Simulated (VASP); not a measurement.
Input of a VASP 6.6.1 run:

Contents of INCAR:

```
  PREC = Accurate
  ENCUT = 520
  EDIFF = 1E-7
  ISMEAR = 0
  SIGMA = 0.1
  LREAL = F
  LASPH = T
  NELM = 60
  ALGO = Normal
  ISIF = 2
  LWAVE = F
  LCHARG = F
  GGA = PE
  NBANDS = 24
```

File KPOINTS:

```
regular mesh
0
Gamma
  8 8 8
```

File POSCAR:

```
SiAs5
1.0
    5.5391812735      0.0000000000      0.0000000000
    0.0000000000      5.5391812735      0.0000000000
    0.0000000000      0.0000000000      5.5391812735
Si As
1 5
Direct
    0.5000000000      0.5000000000      0.5000000000
    0.7428849261      0.7428849261      0.7428849261
    0.2571150739      0.2571150739      0.7428849261
    0.2571150739      0.7428849261      0.2571150739
    0.7428849261      0.2571150739      0.2571150739
    0.0000000000      0.0000000000      0.0000000000
```

Potentials or basis: VASP PAW PBE potentials, release 64 (Si, As).

Launch:

```console
$ cat potpaw_PBE.64/Si/POTCAR potpaw_PBE.64/As/POTCAR > POTCAR
$ mpirun -np 1 vasp_std > vasp.out
```

Q: What does it give for the pressure?

A: 0.2 GPa.
